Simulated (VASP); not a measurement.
# Ru (P6_3/mmc) in VASP: notebook, part 2 of 2

VASP 6.6.1.

### Step 3. Relaxation of volume and atoms at fixed shape, r2SCAN

This run uses another cell than the first one, of 13.57 Å³/atom, 1.007 times its volume.

File POSCAR:

```
Ru
1.0
    2.7058000000      0.0000000000      0.0000000000
   -1.3529000000      2.3432920000      0.0000000000
    0.0000000000      0.0000000000      4.2819000000
Ru
2
Direct
    0.3333333333      0.6666666667      0.2500000000
    0.6666666667      0.3333333333      0.7500000000
```

File INCAR.step1:

```
ALGO = Normal ; EDIFF = 1E-4
ENCUT = 600 ; GGA = PE
ISMEAR = 1 ; LASPH = True
LCHARG = False ; LREAL = False
LWAVE = True ; NELM = 100
PREC = Accurate ; SIGMA = 0.1
```

File INCAR.step2:

```
ALGO = Normal ; EDIFF = 1E-6
EDIFFG = -0.02 ; ENCUT = 600
IBRION = 2 ; ISIF = 8
ISMEAR = 1 ; ISTART = 1
LASPH = True ; LCHARG = False
LMIXTAU = True ; LREAL = False
LWAVE = False ; METAGGA = R2SCAN
NELM = 100 ; NSW = 80
PREC = Accurate ; SIGMA = 0.1
```

File KPOINTS:

```
k-points
0
Gamma
  9 9 5
```

Potentials or basis: VASP PAW PBE potentials, release 64 (Ru_pv).

Started as:

```
$ cat potpaw_PBE.64/Ru_pv/POTCAR > POTCAR
$ cp INCAR.step1 INCAR
$ mpirun -np 1 vasp_std > vasp.out
$ cp INCAR.step2 INCAR
$ mpirun -np 1 vasp_std > vasp.out
```

OUTCAR:

```text
EDIFF = 1E-6
   EDIFFG = -0.02
   ENCUT = 600
   IBRION = 2
   ISIF = 8
   ISMEAR = 1
   ISTART = 1
   LASPH = True
   LREAL = False
   METAGGA = R2SCAN
   NELM = 100
   NSW = 80
   PREC = Accurate

 ion  position               nearest neighbor table
   1  0.333  0.667  0.250-   2 2.65   2 2.65   2 2.65   2 2.65   2 2.65   2 2.65
   2  0.667  0.333  0.750-   1 2.65   1 2.65   1 2.65   1 2.65   1 2.65   1 2.65

  LATTYP: Found a hexagonal cell.
 ALAT       =     2.7058000000
 C/A-ratio  =     1.5824894671

  Lattice vectors:

 A1 = (   2.7058000000,   0.0000000000,   0.0000000000)
 A2 = (  -1.3529000000,   2.3432920000,   0.0000000000)
 A3 = (   0.0000000000,   0.0000000000,   4.2819000000)

Analysis of symmetry for initial positions (statically):
=====================================================================
 Subroutine PRICEL returns:
 Original cell was already a primitive cell.

 Routine SETGRP: Setting up the symmetry group for a
 hexagonal supercell.

 Subroutine GETGRP returns: Found 24 space group operations
 (whereof 12 operations were pure point group operations)
 out of a pool of 24 trial point group operations.

[... 172 lines left out ...]
  --------------------------------------------------------------------------------------
  -------------------------------------------------------------------------------------
  Total       -0.1506613     -0.1506614     -0.0861238      0.0000000      0.0000000     -0.0000000
  in kB       -8.8910636     -8.8910671     -5.0824745      0.0000000      0.0000000     -0.0000000
  external PRESSURE =      -7.6215351 kB  Pullay stress =       0.0000000 kB
[... 59 lines left out ...]
--------------------------------------- Ionic step        3  -------------------------------------------

 number of electron      28.0000001 magnetization

 Free energy of the ion-electron system (eV)
  ---------------------------------------------------
  ext. energy  EPLUGINS =         0.00000000
  ---------------------------------------------------
  free energy    TOTEN  =       -50.88045648 eV

  energy without entropy =      -50.88021781  energy(sigma->0) =      -50.88037692

 E-fermi :  12.8666     XC(G=0): -15.4314

 val. band max:       12.8562893892   @ k =   0.1111   0.1111   0.4000
 cond. band min:      12.8696005407   @ k =   0.0000   0.0000   0.4000
 fundamental gap:      0.0133111516
 Fermi energy:        12.8666185969

 k-point     1 :       0.0000    0.0000    0.0000
  band No.  band energies     occupation
      1     -32.3198      2.00000
      2     -31.3306      2.00000
      3     -31.3306      2.00000
      4     -31.1466      2.00000
      5     -31.1466      2.00000
      6     -31.0767      2.00000
[... 481 lines left out ...]
      5     -31.4454      2.00000
      6     -31.4454      2.00000
[... 10 lines left out ...]
     17      20.7133      0.00000
     18      20.7133      0.00000

 [... further k-points ...]

------------------------ aborting loop because EDIFF is reached ----------------------------------------

  FORCE on cell =-STRESS in cart. coord.  units (eV):
  Direction    XX          YY          ZZ          XY          YZ          ZX
  --------------------------------------------------------------------------------------
  -------------------------------------------------------------------------------------
  Total       -0.0225169     -0.0225169      0.0508596      0.0000000     -0.0000000      0.0000000
  in kB       -1.3319657     -1.3319662      3.0085540      0.0000000     -0.0000000      0.0000000
  external PRESSURE =       0.1148740 kB  Pullay stress =       0.0000000 kB
[... 17 lines left out ...]
  FREE ENERGIE OF THE ION-ELECTRON SYSTEM (eV)
  ---------------------------------------------------
  free  energy   TOTEN  =       -50.8804564761 eV

  energy  without entropy=      -50.8802178062  energy(sigma->0) =      -50.88037692

 reached required accuracy - stopping structural energy minimisation
```

OSZICAR.step1:

```text
N       E                     dE             d eps       ncg     rms          rms(c)
DAV:   1     0.314355262158E+03    0.31436E+03   -0.19573E+04  1296   0.192E+03
DAV:   2    -0.121503637252E+02   -0.32651E+03   -0.32052E+03  1354   0.526E+02
DAV:   3    -0.197672226938E+02   -0.76169E+01   -0.73626E+01  1350   0.857E+01
DAV:   4    -0.198404226124E+02   -0.73200E-01   -0.73146E-01  1564   0.775E+00
DAV:   5    -0.198415267077E+02   -0.11041E-02   -0.11041E-02  1398   0.863E-01    0.177E+01
DAV:   6    -0.185901638815E+02    0.12514E+01   -0.32953E+00  1314   0.191E+01    0.472E+00
DAV:   7    -0.184969488158E+02    0.93215E-01   -0.29569E-01  1328   0.521E+00    0.104E+00
DAV:   8    -0.184885340716E+02    0.84147E-02   -0.67749E-03  1358   0.978E-01    0.256E-01
DAV:   9    -0.184882864276E+02    0.24764E-03   -0.74549E-04  1422   0.312E-01    0.463E-02
DAV:  10    -0.184883039026E+02   -0.17475E-04   -0.30439E-05   676   0.571E-02
   1 F= -.18488304E+02 E0= -.18488252E+02  d E =-.154858E-03
```

Run time: 2.4 min. Hardware: 1 thread of AMD EPYC 9R45 (Zen 5), shared host; peak memory 0.14 GiB.

What came out:

| Property | Result |
| --- | --- |
| Free energy | -50.8805 eV |
| Relaxed volume | 13.54 Å³/atom |
| Relaxed cell | a = 2.704 Å, b = 2.704 Å, c = 4.279 Å, α = 90.00°, β = 90.00°, γ = 120.00° |
| Space group after relaxing (to 0.05 Å) | P6_3/mmc (No. 194) |
| Energy gained by relaxing | 0.1 meV/atom |
| Ionic steps | 3 |
| Pressure after relaxing | 0.0 GPa |
| Band gap on the k mesh | zero (band 14 reaches 14.28 eV, above the bottom of band 15 at 11.10 eV) |

The path:
| step | energy change (eV) | largest force (eV/Å) | pressure (GPa) | volume (Å³) |
| --- | --- | --- | --- | --- |
| 1 | 0.0000 | 0.0000 | -0.76 | 27.15 |
| 2 | 0.0012 | 0.0000 | 2.42 | 26.90 |
| 3 | -0.0002 | 0.0000 | 0.01 | 27.08 |

Final structure:
```
Ru
1.0
     2.70366    0.00000    0.00000
    -1.35183    2.34143    0.00000
     0.00000    0.00000    4.27851
Ru
2
Direct
  0.33333 0.66667 0.25000
  0.66667 0.33333 0.75000
```

Caveat: the PAW data sets were made with another functional, which shifts forces and pressure a little.
